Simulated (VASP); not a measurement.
Input of a VASP 6.6.1 run:

INCAR

```
PREC = Accurate ; ENCUT = 520
EDIFF = 1E-8 ; ISMEAR = 0
SIGMA = 0.01 ; LREAL = False
LASPH = True ; NELM = 80
ALGO = Normal ; ISIF = 2
LWAVE = False ; LCHARG = False
GGA = PS ; IBRION = 8
NSW = 1
```

KPOINTS

```
Automatic mesh
0
Gamma
  10 10 10
```

Contents of POSCAR:

```
GaN
1.0
    2.2491372718      2.2491372718      0.0000000000
   -2.2491372718      2.2491372718      0.0000000000
    0.0000000000      2.2491372718      2.2491372718
Ga N
1 1
Direct
    0.0000000000      0.0000000000      0.0000000000
    0.2500000000      0.7500000000      0.5000000000
```

Potentials or basis: VASP PAW PBE potentials, release 64 (Ga_d, N).

Launch:

```bash
$ cat potpaw_PBE.64/Ga_d/POTCAR potpaw_PBE.64/N/POTCAR > POTCAR
$ mpirun -np 1 vasp_std > vasp.out
```

Problem. Predict the highest phonon frequency at Γ, LO-TO splitting left out.

Solution. 533 cm⁻¹.

Phonon frequencies in cm⁻¹ (negative: imaginary):
| q point | frequencies |
| --- | --- |
| (0.000, 0.000, 0.000) | 0 0 0 533 533 533 |
